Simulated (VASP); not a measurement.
A run of VASP 6.6.1 is set up as follows.

The input INCAR:

```
ALGO     = Normal         # electronic algorithm
EDIFF    = 1E-7           # SCF threshold, eV
ENCUT    = 520            # plane-wave cutoff, eV
ISIF     = 2              # what is computed and relaxed
ISMEAR   = 0              # smearing method
LASPH    = True           # aspherical terms in the spheres
LCHARG   = True           # write CHGCAR
LELF     = True           # ELF
LREAL    = False          # projectors in reciprocal space
LVHAR    = True         
LWAVE    = False          # write WAVECAR
NBANDS   = 11             # bands
NELM     = 60             # most SCF steps
PREC     = Accurate       # precision mode
SIGMA    = 0.1            # smearing width, eV
```

KPOINTS

```
k-points
0
Gamma
  14 14 14
```

Contents of POSCAR:

```
C
1.0
    0.0000000000      2.0686964334      3.2562273902
    1.1943390786      0.0000000000      3.2562273902
    1.1943390786      2.0686964334      0.0000000000
C
2
Direct
    0.1666666667      0.8333333333      0.1666666667
    0.8333333333      0.1666666667      0.8333333333
```

Potentials or basis: VASP PAW LDA potentials, release 64 (C).

Launch:

```bash
$ cat potpaw_LDA.64/C/POTCAR > POTCAR
$ mpirun -np 1 vasp_std > vasp.out
```

**Question.** What does it give for the band gap on the k mesh?

**Answer.** 0.30 eV, indirect (least direct gap 0.38 eV).

**Question.** What does it give for the pressure?

**Answer.** 24.0 GPa.

**Question.** Estimate the largest force.

**Answer.** 0.041 eV/Å.

Forces in eV/Å, atoms in the order of the input:
```
C    0.000  0.041  0.000
C    0.000 -0.041  0.000
```

A k mesh can miss the band edges.
